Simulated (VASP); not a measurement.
Input of a VASP 6.6.1 run:

File INCAR:

```
PREC = Accurate ; ENCUT = 600
EDIFF = 1E-6 ; ISMEAR = 0
SIGMA = 0.1 ; LREAL = False
LASPH = True ; NELM = 100
ALGO = Fast ; ISIF = 4
LWAVE = False ; LCHARG = False
GGA = PE ; IBRION = 2
NSW = 50 ; EDIFFG = -0.01
```

Contents of KPOINTS:

```
Automatic mesh
0
Gamma
  14 14 10
```

File POSCAR:

```
Au
1.0
    2.9140837403     -0.0181297706      0.3742872889
   -0.0315686298      2.9122011797      0.3878033253
   -0.5131328428     -0.5341236608      3.9692198438
Au
2
Direct
    0.2500000000      0.2500000000      0.7500000000
    0.7500000000      0.7500000000      0.2500000000
```

Potentials or basis: VASP PAW PBE potentials, release 64 (Au).

Launch:

```console
$ cat potpaw_PBE.64/Au/POTCAR > POTCAR
$ mpirun -np 1 vasp_std > vasp.out
```

(1) Estimate the band gap on the k mesh.

Answers

(1) zero (bands 11 and 12 overlap by 7.10 eV).

Caveat: spin-orbit coupling is left out, which moves the levels of the heavy elements.
